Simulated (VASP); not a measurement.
# H21C10N3O2 in VASP: further runs

H21C10N3O2 is run at these levels: r2SCAN+D3(BJ); tasks: single point.

Program: VASP 6.6.1. These are calculated values, not measurements. Logs are shortened: lines on timing, memory, paths and dates and some standing lists are left out, and cuts for length are marked.

## Step 1: The cell of the first run

The cell holds a disordered packing, 36 atoms: a = 7.140 Å, b = 7.140 Å, c = 7.140 Å, α = 90.00°, β = 90.00°, γ = 90.00°.

## Step 2: Single point, r2SCAN+D3(BJ)

Contents of POSCAR:

```
H21C10N3O2
1.0
    7.1400370000      0.0000000000      0.0000000000
    0.0000000000      7.1400370000      0.0000000000
    0.0000000000      0.0000000000      7.1400370000
C O H N
10 2 21 3
Direct
    0.8392673595      0.3732053489      0.9132025506
    0.8596594107      0.2135703218      0.7772648797
    0.1906152587      0.0763441422      0.2382900817
    0.3206005795      0.1892427168      0.1115120272
    0.5089049258      0.5370980571      0.5458935297
    0.4315383800      0.7223351924      0.5653612159
   -0.0205601175      0.5543668751      0.3501942637
   -0.0698455764      0.7026014011      0.4706418188
    0.3934993614      0.6797023601      1.0471514363
    0.5606833690      0.7854581146      1.0901764235
    1.0489161331      0.1653492832      0.7245200550
    0.4886389244      0.2494104722      0.2047608437
    1.0430057995      0.0485431658      0.6592682923
    0.7902900223      0.0925485400      0.8585669794
    0.7952059632      0.2425197516      0.6478257746
    0.6850524724      0.3978410756      0.9127543737
    0.8668582530      0.3410906694      1.0605267172
    0.9116059202      0.4998713592      0.8628666770
    0.5408235279      0.1411197169      0.2725616128
    0.3770708751      0.1237668656     -0.0088234837
    0.2465673497      0.3190179547      0.0621145241
    0.0502518404      0.0770164076      0.1866236828
    0.2101389671     -0.0744814067      0.2517634012
    0.2171417319      0.1491588909      0.3601942119
    0.5940165296      0.5200393219      0.4164824356
    0.5815516082      0.4985968560      0.6796043214
    0.4048858570      0.4263563340      0.5377983335
   -0.0603218163      0.5693107753      0.2017636603
    0.1332346037      0.5297871706      0.3456844831
   -0.1066100918      0.4312582694      0.3894797744
    0.4266644557      0.5628402206      0.9462135840
    0.3212868505      0.6190444111      1.1618847353
    0.3086818738      0.7916345532      0.9597709368
    0.3558384922      0.8621944116      0.5878400910
   -0.0780808279      0.8343934352      0.5614676787
    0.7033016776      0.8538891325      1.1118429778
```

Contents of INCAR.step1:

```
SYSTEM = H21C10N3O2
ALGO = Normal
EDIFF = 1E-4
ENCUT = 520
GGA = PE
ISMEAR = -1
LASPH = .True.
LCHARG = .False.
LREAL = Auto
LWAVE = .True.
NBANDS = 68
NELM = 60
PREC = Accurate
SIGMA = 0.02
```

Contents of INCAR.step2:

```
SYSTEM = H21C10N3O2
ALGO = Normal
EDIFF = 1E-6
ENCUT = 520
ISIF = 2
ISMEAR = -1
ISTART = 1
IVDW = 12
LASPH = .True.
LCHARG = .False.
LMIXTAU = .True.
LREAL = Auto
LWAVE = .False.
METAGGA = R2SCAN
NBANDS = 68
NELM = 60
PREC = Accurate
SIGMA = 0.02
VDW_A1 = 0.49484001
VDW_A2 = 5.73083694
VDW_S6 = 1.0
VDW_S8 = 0.78981345
```

Contents of KPOINTS:

```
k-points
0
Gamma
  1 1 1
  0 0 0
```

Potentials or basis: VASP PAW PBE potentials, release 64 (C, O, H, N).

The run is started by

```bash
cat potpaw_PBE.64/C/POTCAR potpaw_PBE.64/O/POTCAR potpaw_PBE.64/H/POTCAR potpaw_PBE.64/N/POTCAR > POTCAR
cp INCAR.step1 INCAR
mpirun -np 1 vasp_gam > vasp.out
cp INCAR.step2 INCAR
mpirun -np 1 vasp_gam > vasp.out
```

OUTCAR:

```text
SYSTEM = H21C10N3O2
   EDIFF = 1E-6
   ENCUT = 520
   ISIF = 2
   ISMEAR = -1
   ISTART = 1
   IVDW = 12
   LASPH = .True.
   LREAL = Auto
   METAGGA = R2SCAN
   NELM = 60
   PREC = Accurate
 IVDW          = 12

 ion  position               nearest neighbor table
   1  0.839  0.373  0.913-  17 1.09  18 1.10  16 1.12   2 1.50
   2  0.860  0.214  0.777-  15 1.05  14 1.15  11 1.44   1 1.50
   3  0.191  0.076  0.238-  24 1.03  22 1.07  23 1.09   4 1.53
   4  0.321  0.189  0.112-  20 1.06  21 1.12  12 1.44   3 1.53
   5  0.509  0.537  0.546-  27 1.09  25 1.11  26 1.12   6 1.44
   6  0.432  0.722  0.565-  34 1.15   5 1.44
   7  0.979  0.554  0.350-  28 1.10  30 1.11  29 1.11   8 1.41
   8  0.930  0.703  0.471-  35 1.14   7 1.41
   9  0.393  0.680  0.047-  32 1.06  31 1.13  33 1.18  10 1.45
  10  0.561  0.785  0.090-  36 1.14   9 1.45
  11  0.049  0.165  0.725-  13 0.96   2 1.44
  12  0.489  0.249  0.205-  19 0.99   4 1.44
  13  0.043  0.049  0.659-  11 0.96
  14  0.790  0.093  0.859-   2 1.15
  15  0.795  0.243  0.648-   2 1.05
  16  0.685  0.398  0.913-   1 1.12
  17  0.867  0.341  0.061-   1 1.09
  18  0.912  0.500  0.863-   1 1.10
[... 16 lines left out ...]
  35  0.922  0.834  0.561-   8 1.14
  36  0.703  0.854  0.112-  10 1.14

  LATTYP: Found a simple cubic cell.
 ALAT       =     7.1400370000

  Lattice vectors:

 A1 = (   7.1400370000,   0.0000000000,   0.0000000000)
 A2 = (   0.0000000000,   7.1400370000,   0.0000000000)
 A3 = (   0.0000000000,   0.0000000000,   7.1400370000)

Analysis of symmetry for initial positions (statically):
=====================================================================
 Subroutine PRICEL returns:
 Original cell was already a primitive cell.

 Routine SETGRP: Setting up the symmetry group for a
 simple cubic supercell.

 Subroutine GETGRP returns: Found  1 space group operations
 (whereof  1 operations were pure point group operations)
 out of a pool of 48 trial point group operations.

The static configuration has the point symmetry C_1 .

Analysis of symmetry for dynamics (positions and initial velocities):
=====================================================================
 Subroutine PRICEL returns:
 Original cell was already a primitive cell.

 Routine SETGRP: Setting up the symmetry group for a
 simple cubic supercell.

 Subroutine GETGRP returns: Found  1 space group operations
 (whereof  1 operations were pure point group operations)
 out of a pool of 48 trial point group operations.

The dynamic configuration has the point symmetry C_1 .

 Subroutine INISYM returns: Found  1 space group operations
 (whereof  1 operations are pure point group operations),
 and found     1 'primitive' translations

----------------------------------------------------------------------------------------

                                     Primitive cell

  volume of cell :     364.0000

  direct lattice vectors                    reciprocal lattice vectors
     7.140037000  0.000000000  0.000000000     0.140055297  0.000000000  0.000000000
     0.000000000  7.140037000  0.000000000     0.000000000  0.140055297  0.000000000
     0.000000000  0.000000000  7.140037000     0.000000000  0.000000000  0.140055297

  length of vectors
     7.140037000  7.140037000  7.140037000     0.140055297  0.140055297  0.140055297

  position of ions in fractional coordinates (direct lattice)
     0.839267359  0.373205349  0.913202551
     0.859659411  0.213570322  0.777264880
     0.190615259  0.076344142  0.238290082
     0.320600580  0.189242717  0.111512027
     0.508904926  0.537098057  0.545893530
     0.431538380  0.722335192  0.565361216
[... 28 lines left out ...]
     0.921919172  0.834393435  0.561467679
     0.703301678  0.853889133  0.111842978

  ion indices of the primitive-cell ions
   primitive index   ion index
                 1           1
                 2           2
                 3           3
                 4           4
                 5           5
                 6           6
[... 28 lines left out ...]
                35          35
                36          36

----------------------------------------------------------------------------------------

 KPOINTS: k-points

Automatic generation of k-mesh.
 Grid dimensions read from file:
 generate k-points for:    1    1    1

 Generating k-lattice:

  Cartesian coordinates                     Fractional coordinates (reciprocal lattice)
     0.140055297  0.000000000  0.000000000     1.000000000  0.000000000  0.000000000
     0.000000000  0.140055297  0.000000000     0.000000000  1.000000000  0.000000000
     0.000000000  0.000000000  0.140055297     0.000000000  0.000000000  1.000000000

  Length of vectors
     0.140055297  0.140055297  0.140055297

  Shift w.r.t. Gamma in fractional coordinates (k-lattice)
     0.000000000  0.000000000  0.000000000

 Subroutine IBZKPT returns following result:
 ===========================================

 Found      1 irreducible k-points:

 Following reciprocal coordinates:
            Coordinates               Weight
  0.000000  0.000000  0.000000      1.000000
   k-points           NKPTS =      1   k-points in BZ     NKDIM =      1   number of bands    NBANDS=     68
   number of dos      NEDOS =    301   number of ions     NIONS =     36
   total plane-waves  NPLWV = 157464
   dimension x,y,z NGX =    54 NGY =   54 NGZ =   54
   dimension x,y,z NGXF=   108 NGYF=  108 NGZF=  108
   ions per type =              10   2  21   3
   NGX,Y,Z   is equivalent  to a cutoff of  12.57, 12.57, 12.57 a.u.
   NGXF,Y,Z  is equivalent  to a cutoff of  25.15, 25.15, 25.15 a.u.
 SYSTEM =  H21C10N3O2
   PREC   = accura    normal or accurate (medium, high low for compatibility)
   ISTART =      1    job   : 0-new  1-cont  2-samecut
   ICHARG =      0    charge: 1-file 2-atom 10-const
   ISPIN  =      1    spin polarized calculation?
   LNONCOLLINEAR =      F non collinear calculations
   LSORBIT =      F    spin-orbit coupling
   LASPH  =      T    aspherical Exc in radial PAW
   ENCUT  =  520.0 eV  38.22 Ry    6.18 a.u.  13.28 13.28 13.28*2*pi/ulx,y,z
   NELM   =     60;   NELMIN=  2; NELMDL=  0     # of ELM steps
   EDIFF  = 0.1E-05   stopping-criterion for ELM
   LREAL  =      T    real-space projection
   EDIFFG = 0.1E-04   stopping-criterion for IOM
   NSW    =      0    number of steps for IOM
   IBRION =     -1    ionic relax: 0-MD 1-quasi-New 2-CG
   NFREE  =      0    steps in history (QN), initial steepest desc. (CG)
   ISIF   =      2    stress and relaxation
   ISYM   =      2    0-nonsym 1-usesym 2-fastsym
   POTIM  = 0.5000    time-step for ionic-motion
   TEBEG  =    0.0;   TEEND  =   0.0 temperature during run
   PSTRESS=    0.0 pullay stress
   NELECT =      88.0000    total number of electrons
   NUPDOWN=      -1.0000    fix difference up-down
   EMIN   =  10.00;   EMAX   =-10.00  energy-range for DOS
   EFERMI =   0.00;   METHOD = LEGACY
   ISMEAR =    -1;   SIGMA  =   0.02  broadening in eV -4-tet -1-fermi 0-gaus
   EFERMI_NEDOS =   21; number of points for ismear=-14 and -15
   IALGO  =     38    algorithm
   IMIX   =      4    mixing-type and parameters
     AMIX     =   0.40;   BMIX     =  1.00
     AMIX_MAG =   1.60;   BMIX_MAG =  1.00
  volume/ion in A,a.u.               =      10.11        68.23
  Fermi-wavevector in a.u.,A,eV,Ry     =   1.019848  1.927232 14.151270  1.040089
  Thomas-Fermi vector in A             =   2.153384
   LORBIT       =      0    0 simple, 1 ext, 2 COOP (PROOUT), +10 PAW based schemes
   METAGGA = R2SCAN    functional components
   LHFCALC =     F    Hartree Fock is set to
   AEXX    =    0.0000 exact exchange contribution
   IVDW    =    12    specifies the selected vdW correction
   LEPSILON=     F    determine dielectric tensor
   LRPA    =     F    only Hartree local field effects (RPA)
 non-spin polarized calculation
  energy-cutoff  :      520.00
  volume of cell :      364.00
 maximum number of plane-waves:      4898
 NGX is ok and might be reduce to    54
   NGX = 27   NGY = 27   NGZ = 27

 number of electron      87.9999993 magnetization

 Free energy of the ion-electron system (eV)
  ---------------------------------------------------
  ext. energy  EPLUGINS =         0.00000000
  ---------------------------------------------------
  free energy    TOTEN  =      -215.58877093 eV

  energy without entropy =     -215.58877093  energy(sigma->0) =     -215.58877093

 E-fermi :  -1.5467     XC(G=0):  -7.6288

 val. band max:       -2.0897588205   @ k =   0.0000   0.0000   0.0000
 cond. band min:       2.7413209413   @ k =   0.0000   0.0000   0.0000
 fundamental gap:      4.8310797619
 Fermi energy:        -1.5466591102

 k-point     1 :       0.0000    0.0000    0.0000
  band No.  band energies     occupation
      1     -22.8835      2.00000
      2     -22.1444      2.00000
      3     -20.5867      2.00000
      4     -20.4611      2.00000
      5     -20.3195      2.00000
      6     -16.7553      2.00000
[... 48 lines left out ...]
     55       5.4124      0.00000
     56       5.8302      0.00000
 [bands above 56 left out]

------------------------ aborting loop because EDIFF is reached ----------------------------------------

 Edisp (eV)   -0.90892

 E8    (eV) :    -0.1520

  FORCE on cell =-STRESS in cart. coord.  units (eV):
  Direction    XX          YY          ZZ          XY          YZ          ZX
  --------------------------------------------------------------------------------------
  -------------------------------------------------------------------------------------
  Total       2.33318     1.59158     2.26570    -0.50173     6.30664     2.67469
  in kB      10.26969     7.00549     9.97266    -2.20843    27.75921    11.77286
  external pressure =        9.08 kB  Pullay stress =        0.00 kB

 VOLUME and BASIS-vectors are now :
 -----------------------------------------------------------------------------
  energy-cutoff  :      520.00
  volume of cell :      364.00
      direct lattice vectors                 reciprocal lattice vectors
     7.140037000  0.000000000  0.000000000     0.140055297  0.000000000  0.000000000
     0.000000000  7.140037000  0.000000000     0.000000000  0.140055297  0.000000000
     0.000000000  0.000000000  7.140037000     0.000000000  0.000000000  0.140055297

 POSITION                                       TOTAL-FORCE (eV/Angst)
 -----------------------------------------------------------------------------------
      5.99240      2.66470      6.52030        -0.650394      0.644143     -0.526255
      6.13800      1.52490      5.54970         0.772395     -2.276575      1.930398
      1.36100      0.54510      1.70140         0.524530     -0.563617     -2.292360
      2.28910      1.35120      0.79620        -0.142294      0.470699     -0.336231
      3.63360      3.83490      3.89770         0.774761     -0.561656      0.417201
      3.08120      5.15750      4.03670         0.206071     -1.614905     -0.182070
[... 28 lines left out ...]
      6.58254      5.95760      4.00890        -0.636549      1.011758      1.059834
      5.02160      6.09680      0.79856         2.090355      1.428763      0.520706
 -----------------------------------------------------------------------------------
    total drift:                                0.018206      0.011124     -0.006508

  FREE ENERGIE OF THE ION-ELECTRON SYSTEM (eV)
  ---------------------------------------------------
  free  energy   TOTEN  =      -216.4976916235 eV

  energy  without entropy=     -216.4976916235  energy(sigma->0) =     -216.49769162
```

It used 420 s of CPU time on 1 thread of AMD EPYC 7R13 Processor (Zen 3), on a shared host.

Results:

- Free energy: -216.4977 eV
- Pressure: 0.9 GPa
- Largest force: 3.579 eV/Å
- Band gap on the k mesh: 4.83 eV
- Dispersion energy per atom: -0.025 eV

Forces on the atoms (eV/Å):
```
C   -0.650  0.644 -0.526
C    0.772 -2.277  1.930
C    0.525 -0.564 -2.292
C   -0.142  0.471 -0.336
C    0.775 -0.562  0.417
C    0.206 -1.615 -0.182
C   -0.219 -1.802 -1.139
C    0.796  0.126 -0.937
C   -0.247  1.607 -3.189
C   -1.830 -2.145 -0.180
O    0.070  1.409  1.286
O    0.277 -0.050  1.263
H   -0.153 -0.664 -0.279
H    0.531  0.734 -1.393
H   -1.399  0.275 -1.034
H    0.635  0.223  0.131
H    0.409 -0.214 -0.399
H   -0.099 -0.044  0.354
H   -0.293  0.591 -0.554
H   -0.371 -0.933 -1.362
H    0.432 -0.790  0.392
H   -0.928  0.682 -0.035
H    0.905  0.208  0.172
H   -0.608  0.501  2.575
H   -0.150  0.182  0.830
H    0.253  0.433 -1.050
H   -0.624  0.147 -0.180
H   -0.100  0.800  0.395
H   -0.795 -0.220  0.597
H    0.936 -0.088  0.124
H   -0.056  0.834  0.749
H   -0.360  0.080  0.737
H    0.435 -1.825  1.281
N   -0.386  1.405  0.252
N   -0.637  1.012  1.060
N    2.090  1.429  0.521
```

Caveat: the k points lie up to 0.88 Å⁻¹ apart; the PAW data sets were made with another functional, which shifts forces and pressure a little.

## Step 3: Single point, r2SCAN+D3(BJ)

Contents of POSCAR:

```
H21C10N3O2
1.0
    7.1400370000      0.0000000000      0.0000000000
    0.0000000000      7.1400370000      0.0000000000
    0.0000000000      0.0000000000      7.1400370000
C O H N
10 2 21 3
Direct
    0.8488051252      0.3599841289      0.9313117005
    0.8526146293      0.2087104030      0.7754721719
    0.1789066359      0.0880247539      0.2534160537
    0.3097883106      0.1975199848      0.1148313377
    0.5004315804      0.5307815632      0.5589326778
    0.4189193978      0.7171951630      0.5524201065
   -0.0469045188      0.5415518155      0.3527572756
   -0.0675906862      0.7136517640      0.4645354079
    0.4060203049      0.6812709794      1.0561569919
    0.5884003122      0.7734133591      1.1133415695
    1.0378097480      0.1815956976      0.7244780384
    0.4866081226      0.2472676262      0.1930662264
    1.0473755248      0.0692433387      0.6437221544
    0.8021106893      0.0827026527      0.8496594625
    0.7525871365      0.2321416542      0.6602066628
    0.7128814599      0.3920707974      1.0047286870
    0.9269139642      0.3181636174      1.0657647853
    0.9114238484      0.4869442553      0.8705277017
    0.4706278133      0.2077160104      0.3158386994
    0.3346761368      0.1260077504     -0.0141876015
    0.2366934513      0.3222252210      0.0590753241
    0.0424227493      0.0945933473      0.1942707020
    0.2000970023     -0.0613862365      0.2187943844
    0.2056712031      0.1390188874      0.3842417063
    0.6006971673      0.5271961476      0.4424206765
    0.5555993617      0.4989469943      0.7101083650
    0.3865806298      0.4237653110      0.5298291872
   -0.0882348369      0.5384986100      0.2079541044
    0.1088789876      0.5247311744      0.3404043985
   -0.1226604288      0.4147737610      0.4037233981
    0.4351237956      0.5442408772      0.9760173512
    0.3651101528      0.6283020662      1.1779350723
    0.3371411101      0.7932031725      0.9547709627
    0.3561886304      0.8653036392      0.5480783923
   -0.0714282013      0.8506258441      0.5513556863
    0.7246741158      0.8547434698      1.1367588151
```

Contents of INCAR.step1:

```
PREC = Accurate ; ENCUT = 520
ISMEAR = -1 ; SIGMA = 0.02
LREAL = Auto ; LASPH = T
NELM = 80 ; NBANDS = 68
GGA = PE ; ALGO = Normal
EDIFF = 1E-4 ; LWAVE = T
LCHARG = F
```

Contents of INCAR.step2:

```
PREC = Accurate ; ENCUT = 520
EDIFF = 1E-6 ; ISMEAR = -1
SIGMA = 0.02 ; LREAL = Auto
LASPH = T ; NELM = 80
ALGO = Normal ; ISIF = 2
LWAVE = F ; LCHARG = F
METAGGA = R2SCAN ; LMIXTAU = T
IVDW = 12 ; VDW_S6 = 1.0
VDW_S8 = 0.78981345 ; VDW_A1 = 0.49484001
VDW_A2 = 5.73083694 ; NBANDS = 68
ISTART = 1
```

Contents of KPOINTS:

```
Automatic mesh
0
Gamma
  1 1 1
```

Potentials or basis: VASP PAW PBE potentials, release 64 (C, O, H, N).

The run is started by

```bash
cat potpaw_PBE.64/C/POTCAR potpaw_PBE.64/O/POTCAR potpaw_PBE.64/H/POTCAR potpaw_PBE.64/N/POTCAR > POTCAR
cp INCAR.step1 INCAR
mpirun -np 1 vasp_gam > vasp.out
cp INCAR.step2 INCAR
mpirun -np 1 vasp_gam > vasp.out
```

It used 390 s of CPU time on 1 thread of AMD EPYC 7R13 Processor (Zen 3), with other jobs on the host.

It converged, with:

| Quantity | Value |
| --- | --- |
| Free energy | -215.3623 eV |
| Pressure | -0.4 GPa |
| Largest force | 6.331 eV/Å |
| Band gap on the k mesh | 4.87 eV |
| Dispersion energy per atom | -0.025 eV |

Forces in eV/Å, atoms in the order of the input:
```
C    0.048  0.226  0.978
C   -1.228 -0.799  2.619
C    1.351 -1.066 -5.162
C   -1.336  0.517 -0.297
C   -0.788 -0.570  1.200
C    0.429 -1.292  0.421
C    1.159 -0.255  0.607
C   -0.437 -0.741 -0.854
C    3.569  1.821 -4.902
C   -2.422 -1.424 -1.708
O    1.253 -0.007 -1.101
O   -0.233  0.691 -1.287
H   -0.362  0.497  0.612
H   -0.155 -0.112 -0.422
H    0.293  0.356 -0.088
H    0.374 -0.302 -1.343
H   -0.150 -0.033 -1.955
H   -0.077  0.154  0.476
H    0.522 -0.661  2.193
H    0.200 -0.983 -0.617
H    0.124  0.183  0.573
H   -1.267  0.815  0.376
H    0.569  0.301  1.299
H   -0.175  0.328  2.670
H    0.171 -0.400  0.619
H   -0.222  0.443 -2.266
H    0.834  0.783  0.289
H   -0.465  1.250 -0.397
H   -0.855 -0.558  0.438
H    0.871  0.643  0.546
H    0.023  1.649  0.452
H   -2.866 -0.879  3.465
H    0.163 -1.905  2.011
N   -0.197  0.991  0.212
N   -0.121 -0.478 -0.121
N    1.408  0.818  0.462
```

Stress tensor (GPa, compression positive):
```
 1.08 -1.06 -0.61
-1.06 -1.76 -0.74
-0.61 -0.74 -0.38
```

Levels at points of the mesh, in eV from the valence-band top:
```
           k point  band 42  band 43  band 44  band 45  band 46  band 47
(0.00, 0.00, 0.00)    -1.45    -0.46     0.00     4.87     5.39     5.59
```

Caveat: the k points lie up to 0.88 Å⁻¹ apart; the PAW data sets were made with another functional, which shifts forces and pressure a little.

[end of part 1 of 2]
